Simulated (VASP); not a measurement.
# Mo: single point with PBE

Mo:

```
Mo
1.0
    -1.53305    1.53305    1.53305
     1.53305   -1.53305    1.53305
     1.53305    1.53305   -1.53305
Mo
1
Direct
  0.00000 0.00000 0.00000
```

| Quantity | Value |
| --- | --- |
| Program | VASP 6.6.1 |
| Task | single point |
| Functional | PBE |
| Potentials or basis | VASP PAW PBE potentials, release 64 (Mo_sv) |
| Cutoff | 520 eV |
| k mesh | 13 × 13 × 13 |
| Occupations | methfessel-paxton, width 0.1 eV |
| Spin | no spin polarisation |

```yaml
Pressure: 29.1 GPa
Band_gap_on_the_k_mesh: zero (band 7 reaches 17.98 eV, above the bottom of band 8 at 12.41 eV)
```

Levels at points of the mesh, in eV from the Fermi level:
| k point | band 3 | band 4 | band 5 | band 6 | band 7 | band 8 | band 9 | band 10 | band 11 | band 12 |
| --- | --- | --- | --- | --- | --- | --- | --- | --- | --- | --- |
| (0.00, 0.00, 0.00) | -34.51 | -34.51 | -7.63 | -1.68 | -1.68 | -1.68 | 1.66 | 1.66 | 14.80 | 14.80 |

Run time: 15 s on 1 thread of Intel Xeon 8259CL, on a shared host, peak memory 0.13 GiB.
